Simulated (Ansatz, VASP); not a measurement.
**CdSe: VASP beside Ansatz**

File POSCAR:

```
CdSe
1.0
    4.2539091927      0.0000000000      0.0000000000
   -2.1269545964      3.6839934263      0.0000000000
    0.0000000000      0.0000000000      6.9351130596
Cd Se
2 2
Direct
    0.3333333333      0.6666666667     -0.0004018102
    0.6666666667      0.3333333333      0.4995981898
    0.3333333333      0.6666666667      0.3754018102
    0.6666666667      0.3333333333      0.8754018102
```

Contents of INCAR.step1:

```
PREC     = Accurate       # precision mode
ENCUT    = 520            # plane-wave cutoff, eV
ISMEAR   = 0              # smearing method
SIGMA    = 0.01           # smearing width, eV
LREAL    = F              # projectors in reciprocal space
LASPH    = T              # aspherical terms in the spheres
NELM     = 60             # most SCF steps
NBANDS   = 26             # bands
GGA      = PE             # functional
ALGO     = Normal         # electronic algorithm
EDIFF    = 1E-4           # SCF threshold, eV
LWAVE    = T              # write WAVECAR
LCHARG   = F              # write CHGCAR
```

INCAR.step2

```
PREC     = Accurate       # precision mode
ENCUT    = 520            # plane-wave cutoff, eV
EDIFF    = 1E-6           # SCF threshold, eV
ISMEAR   = 0              # smearing method
SIGMA    = 0.01           # smearing width, eV
LREAL    = F              # projectors in reciprocal space
LASPH    = T              # aspherical terms in the spheres
NELM     = 60             # most SCF steps
ALGO     = Normal         # electronic algorithm
ISIF     = 2              # what is computed and relaxed
LWAVE    = F              # write WAVECAR
LCHARG   = T              # write CHGCAR
METAGGA  = R2SCAN         # meta-GGA
LMIXTAU  = T            
LELF     = T              # ELF
LVHAR    = T            
NBANDS   = 26             # bands
ISTART   = 1
```

Contents of KPOINTS:

```
regular mesh
0
Gamma
  12 12 4
```

Input for Ansatz:

```yaml
crystal:
  lattice:
    - [4.2539091927, 0.0, 0.0]
    - [-2.1269545964, 3.6839934263, 0.0]
    - [0.0, 0.0, 6.9351130596]
  atoms:
    - { symbol: Cd, position: [0.3333333333, 0.6666666667, -0.0004018102] }
    - { symbol: Cd, position: [0.6666666667, 0.3333333333, 0.4995981898] }
    - { symbol: Se, position: [0.3333333333, 0.6666666667, 0.3754018102] }
    - { symbol: Se, position: [0.6666666667, 0.3333333333, 0.8754018102] }
kpoints:
  mp_grid: { grid: [12, 12, 4] }
  band_path:
    path:
      - [0.0, 0.0, 0.0]
      - [0.5, 0.0, 0.0]
      - [0.3333333333, 0.3333333333, 0.0]
      - [0.0, 0.0, 0.5]
      - [0.5, 0.0, 0.5]
      - [0.3333333333, 0.3333333333, 0.5]
    npoints: 1
hamiltonian:
  xc: r2scan
scf:
  occupations: { method: fixed }
  n_extra_bands: 5
output:
  forces: true
  stress: true
  eigenvalues: true
```

Change from the starting cell: hydrostatic strain -2.0%.

Alike in both runs: task single point; functional r2SCAN; k mesh 12 × 12 × 4; no spin polarisation.

```csv
,VASP,Ansatz
version,VASP 6.6.1,Ansatz 0.2.0
potentials or method,"VASP PAW PBE potentials, release 64 (Cd, Se)","plane waves, PAW"
plane-wave cutoff (eV),520,500
occupations,"gaussian, width 0.01 eV",fixed
valence electrons in the cell,36,72
```

```csv
,VASP,Ansatz,Ansatz less VASP
gap on the k mesh at the Fermi level (eV),1.24,1.25,+0.009
pressure (GPa),3.9,3.6,-0.32
"traceless stress, the component that is largest in VASP (GPa)",0.07,0.06,-0.008
```

VASP's potentials were made for PBE, not for r2SCAN. VASP's potentials hold 36 valence electrons a cell and Ansatz's 72, so a difference there can come from the potentials and not from the codes.
